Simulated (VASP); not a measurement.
# SnS2 (P-3m1) in VASP: notebook

SnS2 is run at these levels: r2SCAN; tasks: single point.

Everything below comes from runs of VASP 6.6.1. Logs are shortened: lines on timing, memory, paths and dates and some standing lists are left out, and cuts for length are marked.

## Step 1: The cell of the first run

Symmetry: P-3m1, No. 164, trigonal system. Conventional cell: a = 3.771 Å, b = 3.771 Å, c = 5.808 Å, α = 90.00°, β = 90.00°, γ = 120.00°. Within 3.4 Å of Sn (site symmetry -3m) lie 6 S at 2.60 Å. Within 3.4 Å of S (site symmetry 3m) lie 3 Sn at 2.60 Å.

## Step 2: Single point, r2SCAN, non-collinear spin, zero start, spin-orbit coupling (epitaxial xy strain +3.0%)

File POSCAR:

```
SnS2
1.0
    3.7705774507      0.0000000000      0.0000000000
   -1.8852887254      3.2654158593      0.0000000000
    0.0000000000      0.0000000000      5.8084679175
Sn S
1 2
Direct
    0.0000000000      0.0000000000      0.0000000000
    0.3333333333      0.6666666667      0.2454616151
    0.6666666667      0.3333333333      0.7545383849
```

File INCAR.step1:

```
SYSTEM = SnS2
PREC = Accurate
ENCUT = 550
ISMEAR = -1
SIGMA = 0.02
LREAL = .FALSE.
LASPH = .TRUE.
NELM = 200
MAGMOM = 0 0 0 0 0 0 0 0 0
LSORBIT = .TRUE.
GGA_COMPAT = .FALSE.
NBANDS = 39
GGA = PE
ALGO = Normal
EDIFF = 1E-5
LWAVE = .TRUE.
LCHARG = .FALSE.
```

File INCAR.step2:

```
SYSTEM = SnS2
PREC = Accurate
ENCUT = 550
EDIFF = 1E-6
ISMEAR = -1
SIGMA = 0.02
LREAL = .FALSE.
LASPH = .TRUE.
NELM = 200
ALGO = Normal
ISIF = 2
LWAVE = .FALSE.
LCHARG = .TRUE.
MAGMOM = 0 0 0 0 0 0 0 0 0
LORBIT = 11
LSORBIT = .TRUE.
GGA_COMPAT = .FALSE.
LORBMOM = .TRUE.
METAGGA = R2SCAN
LMIXTAU = .TRUE.
LVHAR = .TRUE.
NBANDS = 39
ISTART = 1
```

File KPOINTS:

```
regular mesh
0
G
  12 12 4
  0 0 0
```

Potentials or basis: VASP PAW PBE potentials, release 64 (Sn_d, S).

Started as:

```
> cat potpaw_PBE.64/Sn_d/POTCAR potpaw_PBE.64/S/POTCAR > POTCAR
> cp INCAR.step1 INCAR
> mpirun -np 1 vasp_ncl > vasp.out
> cp INCAR.step2 INCAR
> mpirun -np 1 vasp_ncl > vasp.out
```

OUTCAR:

```text
SYSTEM = SnS2
   PREC = Accurate
   ENCUT = 550
   EDIFF = 1E-6
   ISMEAR = -1
   LREAL = .FALSE.
   LASPH = .TRUE.
   NELM = 200
   ISIF = 2
   LORBIT = 11
   LSORBIT = .TRUE.
   METAGGA = R2SCAN
   ISTART = 1

 ion  position               nearest neighbor table
   1  0.000  0.000  0.000-   2 2.60   3 2.60   3 2.60   2 2.60   3 2.60   2 2.60
   2  0.333  0.667  0.245-   1 2.60   1 2.60   1 2.60
   3  0.667  0.333  0.755-   1 2.60   1 2.60   1 2.60

  LATTYP: Found a hexagonal cell.
 ALAT       =     3.7705774507
 C/A-ratio  =     1.5404717165

  Lattice vectors:

 A1 = (   3.7705774507,   0.0000000000,   0.0000000000)
 A2 = (  -1.8852887254,   3.2654158593,   0.0000000000)
 A3 = (   0.0000000000,   0.0000000000,   5.8084679175)

Analysis of symmetry for initial positions (statically):
=====================================================================
 Subroutine PRICEL returns:
 Original cell was already a primitive cell.

 Routine SETGRP: Setting up the symmetry group for a
 hexagonal supercell.

 Subroutine GETGRP returns: Found 12 space group operations
 (whereof 12 operations were pure point group operations)
 out of a pool of 24 trial point group operations.

The static configuration has the point symmetry D_3d.

Analysis of symmetry for dynamics (positions and initial velocities):
=====================================================================
 Subroutine PRICEL returns:
 Original cell was already a primitive cell.

 Routine SETGRP: Setting up the symmetry group for a
 hexagonal supercell.

 Subroutine GETGRP returns: Found 12 space group operations
 (whereof 12 operations were pure point group operations)
 out of a pool of 24 trial point group operations.

The dynamic configuration has the point symmetry D_3d.

Analysis of structural, dynamic, and magnetic symmetry:
=====================================================================
 Subroutine PRICEL returns:
 Original cell was already a primitive cell.

 Routine SETGRP: Setting up the symmetry group for a
 hexagonal supercell.

 Subroutine GETGRP returns: Found 12 space group operations
 (whereof 12 operations were pure point group operations)
 out of a pool of 24 trial point group operations.

The overall configuration has the point symmetry D_3d.

 Subroutine INISYM returns: Found 12 space group operations
 (whereof 12 operations are pure point group operations),
 and found     1 'primitive' translations

----------------------------------------------------------------------------------------

                                     Primitive cell

  volume of cell :      71.5168

  direct lattice vectors                    reciprocal lattice vectors
     3.770577451  0.000000000  0.000000000     0.265211367  0.153119854  0.000000000
    -1.885288725  3.265415859  0.000000000     0.000000000  0.306239708  0.000000000
     0.000000000  0.000000000  5.808467917     0.000000000  0.000000000  0.172162438

  length of vectors
     3.770577451  3.770577451  5.808467917     0.306239708  0.306239708  0.172162438

  position of ions in fractional coordinates (direct lattice)
     0.000000000  0.000000000  0.000000000
     0.333333333  0.666666667  0.245461615
     0.666666667  0.333333333  0.754538385

  ion indices of the primitive-cell ions
   primitive index   ion index
                 1           1
                 2           2
                 3           3

----------------------------------------------------------------------------------------

 KPOINTS: regular mesh

Automatic generation of k-mesh.
 Grid dimensions read from file:
 generate k-points for:   12   12    4

 Generating k-lattice:

  Cartesian coordinates                     Fractional coordinates (reciprocal lattice)
     0.022100947  0.012759988  0.000000000     0.083333333  0.000000000  0.000000000
     0.000000000  0.025519976  0.000000000     0.000000000  0.083333333  0.000000000
     0.000000000  0.000000000  0.043040610     0.000000000  0.000000000  0.250000000

  Length of vectors
     0.025519976  0.025519976  0.043040610

  Shift w.r.t. Gamma in fractional coordinates (k-lattice)
     0.000000000  0.000000000  0.000000000

 Subroutine IBZKPT returns following result:
 ===========================================

 Found     69 irreducible k-points:

 Following reciprocal coordinates:
            Coordinates               Weight
  0.000000  0.000000  0.000000      1.000000
  0.083333  0.000000  0.000000      6.000000
  0.166667  0.000000  0.000000      6.000000
  0.250000  0.000000  0.000000      6.000000
  0.333333  0.000000  0.000000      6.000000
  0.416667 -0.000000  0.000000      6.000000
[... 16 lines left out ...]
  0.166667  0.000000  0.250000      6.000000
  0.000000  0.166667  0.250000      6.000000
 [... further k-points ...]
[... 31 lines left out ...]
   EMIN   =  10.00;   EMAX   =-10.00  energy-range for DOS
   EFERMI =   0.00;   METHOD = LEGACY
   ISMEAR =    -1;   SIGMA  =   0.02  broadening in eV -4-tet -1-fermi 0-gaus
   EFERMI_NEDOS =   21; number of points for ismear=-14 and -15
   IALGO  =     38    algorithm
   IMIX   =      4    mixing-type and parameters
     AMIX     =   0.40;   BMIX     =  1.00
     AMIX_MAG =   1.60;   BMIX_MAG =  1.00
  volume/ion in A,a.u.               =      23.84       160.87
  Fermi-wavevector in a.u.,A,eV,Ry     =   1.168414  2.207982 18.574544  1.365190
  Thomas-Fermi vector in A             =   2.304901
   LORBIT       =     11    0 simple, 1 ext, 2 COOP (PROOUT), +10 PAW based schemes
   METAGGA = R2SCAN    functional components
   LHFCALC =     F    Hartree Fock is set to
   AEXX    =    0.0000 exact exchange contribution
   IVDW    =     0    specifies the selected vdW correction
   LEPSILON=     F    determine dielectric tensor
   LRPA    =     F    only Hartree local field effects (RPA)
  energy-cutoff  :      550.00
  volume of cell :       71.52
 maximum number of plane-waves:      4244
 NGX is ok and might be reduce to    30
   NGX = 15   NGY = 15   NGZ = 23

 number of electron      26.0000002 magnetization       0.0000000     -0.0000000     -0.0000000

 number of electron      26.0000002 magnetization       0.0000000      0.0000000     -0.0000000

 Free energy of the ion-electron system (eV)
  ---------------------------------------------------
  ext. energy  EPLUGINS =         0.00000000
  ---------------------------------------------------
  free energy    TOTEN  =       -42.21781196 eV

  energy without entropy =      -42.21781196  energy(sigma->0) =      -42.21781196

 E-fermi :   4.5659     XC(G=0):  -9.9630

 val. band max:        4.1447297813   @ k =   0.0000   0.0000   0.0000
 cond. band min:       5.5737895553   @ k =   0.0000   0.4167   0.2500
 fundamental gap:      1.4290597740
 Fermi energy:         4.5659280202

 k-point     1 :       0.0000    0.0000    0.0000
  band No.  band energies     occupation
      1     -18.2991      1.00000
      2     -18.2991      1.00000
      3     -18.2890      1.00000
      4     -18.2890      1.00000
      5     -17.2800      1.00000
      6     -17.2800      1.00000
[... 973 lines left out ...]
     37      13.3151      0.00000
     38      13.3151      0.00000

 [... further k-points ...]

 [bands above 38 left out]

------------------------ aborting loop because EDIFF is reached ----------------------------------------

  FORCE on cell =-STRESS in cart. coord.  units (eV):
  Direction    XX          YY          ZZ          XY          YZ          ZX
  --------------------------------------------------------------------------------------
  -------------------------------------------------------------------------------------
  Total       -1.5780038     -1.5780038      0.3347624      0.0000000      0.0000000      0.0000000
  in kB      -35.3517302    -35.3517302      7.4996203      0.0000000      0.0000000      0.0000000
  external PRESSURE =     -21.0679467 kB  Pullay stress =       0.0000000 kB

 VOLUME and BASIS-vectors are now :
 -----------------------------------------------------------------------------
  energy-cutoff  :      550.00
  volume of cell :       71.52
      direct lattice vectors                 reciprocal lattice vectors
     3.770577451  0.000000000  0.000000000     0.265211367  0.153119854  0.000000000
    -1.885288725  3.265415859  0.000000000     0.000000000  0.306239708  0.000000000
     0.000000000  0.000000000  5.808467917     0.000000000  0.000000000  0.172162438

 POSITION                                       TOTAL-FORCE (eV/Angst)
 -----------------------------------------------------------------------------------
      0.00000      0.00000      0.00000        -0.000000      0.000000      0.000000
     -0.00000      2.17694      1.42576         0.000000      0.000000     -0.038296
      1.88529      1.08847      4.38271        -0.000000     -0.000000      0.038296
 -----------------------------------------------------------------------------------
    total drift:                               -0.000000     -0.000000      0.000000

  FREE ENERGIE OF THE ION-ELECTRON SYSTEM (eV)
  ---------------------------------------------------
  free  energy   TOTEN  =       -42.2178119558 eV

  energy  without entropy=      -42.2178119558  energy(sigma->0) =      -42.21781196

 orbital moment (x)

 # of ion     p       d       tot
 ----------------------------------------
  1        -0.000   0.000   0.000
  2         0.000   0.000   0.000
  3         0.000   0.000   0.000
 ----------------------------------------
            0.000   0.000   0.000

 orbital moment (y)

 # of ion     p       d       tot
 ----------------------------------------
  1        -0.000  -0.000  -0.000
  2        -0.000   0.000  -0.000
  3         0.000   0.000   0.000
 ----------------------------------------
           -0.000  -0.000  -0.000

 orbital moment (z)

 # of ion     p       d       tot
 ----------------------------------------
  1         0.000   0.000   0.000
  2         0.000   0.000   0.000
  3         0.000   0.000   0.000
 ----------------------------------------
            0.000   0.000   0.000

 Spin-Orbit-Coupling matrix elements

 Ion:    1  E_soc:     -0.0800269
 l=   1
     0.0000000    -0.0075422    -0.0075563
    -0.0075422     0.0000000    -0.0075422
    -0.0075563    -0.0075422     0.0000000
 l=   2
     0.0000000    -0.0011530     0.0000000    -0.0011530    -0.0046477
    -0.0011530     0.0000000    -0.0034846    -0.0011436    -0.0011530
     0.0000000    -0.0034846     0.0000000    -0.0034846     0.0000000
    -0.0011530    -0.0011436    -0.0034846     0.0000000    -0.0011530
    -0.0046477    -0.0011530     0.0000000    -0.0011530     0.0000000
 l=   3
     0.0000000     0.0000000     0.0000000     0.0000000     0.0000000     0.0000000     0.0000000
     0.0000000     0.0000000     0.0000000     0.0000000     0.0000000     0.0000000     0.0000000
     0.0000000     0.0000000     0.0000000     0.0000000     0.0000000     0.0000000     0.0000000
     0.0000000     0.0000000     0.0000000     0.0000000     0.0000000     0.0000000     0.0000000
[... 29 lines left out ...]
 l=   2
     0.0000000     0.0000000     0.0000000     0.0000000     0.0000000
     0.0000000     0.0000000     0.0000000     0.0000000     0.0000000
     0.0000000     0.0000000     0.0000000     0.0000000     0.0000000
     0.0000000     0.0000000     0.0000000     0.0000000     0.0000000
     0.0000000     0.0000000     0.0000000     0.0000000     0.0000000
 l=   3
     0.0000000     0.0000000     0.0000000     0.0000000     0.0000000     0.0000000     0.0000000
     0.0000000     0.0000000     0.0000000     0.0000000     0.0000000     0.0000000     0.0000000
     0.0000000     0.0000000     0.0000000     0.0000000     0.0000000     0.0000000     0.0000000
     0.0000000     0.0000000     0.0000000     0.0000000     0.0000000     0.0000000     0.0000000
     0.0000000     0.0000000     0.0000000     0.0000000     0.0000000     0.0000000     0.0000000
     0.0000000     0.0000000     0.0000000     0.0000000     0.0000000     0.0000000     0.0000000
     0.0000000     0.0000000     0.0000000     0.0000000     0.0000000     0.0000000     0.0000000

 total charge

# of ion       s       p       d       tot
------------------------------------------
    1        0.982   1.029  10.131  12.142
    2        1.352   2.351   0.000   3.703
    3        1.352   2.351   0.000   3.703
--------------------------------------------------
tot          3.686   5.731  10.131  19.548

 magnetization (x)

# of ion       s       p       d       tot
------------------------------------------
    1        0.000   0.000   0.000   0.000
    2        0.000   0.000   0.000   0.000
    3        0.000   0.000   0.000   0.000
--------------------------------------------------
tot          0.000   0.000   0.000   0.000

 magnetization (y)

# of ion       s       p       d       tot
------------------------------------------
    1        0.000   0.000   0.000   0.000
    2        0.000   0.000   0.000   0.000
    3        0.000   0.000   0.000   0.000
--------------------------------------------------
tot          0.000   0.000   0.000   0.000

 magnetization (z)

# of ion       s       p       d       tot
------------------------------------------
    1        0.000   0.000  -0.000  -0.000
    2        0.000   0.000   0.000   0.000
    3        0.000   0.000   0.000   0.000
--------------------------------------------------
tot          0.000   0.000  -0.000  -0.000
```

Wall time 47 min (1 thread of Oxide Virtual Turin-like, shared host); peak memory 0.61 GiB.

Results:

| Property | Result |
| --- | --- |
| Free energy | -42.2178 eV |
| Pressure | -2.1 GPa |
| Largest force | 0.038 eV/Å |
| Net moment | 0.00 μB per cell |
| Valence electrons inside the program's atomic spheres | Sn 12.14; S 3.70 |

Forces in eV/Å, atoms in the order of the input:
```
Sn   0.000  0.000  0.000
S    0.000  0.000 -0.038
S    0.000  0.000  0.038
```

Moments on the atoms (μB; x, y, z):
```
Sn  0.00 0.00 0.00
S   0.00 0.00 0.00
S   0.00 0.00 0.00
```

Caveat: the cell differs from its parent crystal (epitaxial xy strain +3.0%); the PAW data sets were made with another functional, which shifts forces and pressure a little.

(Continued in part 2 of 2.)
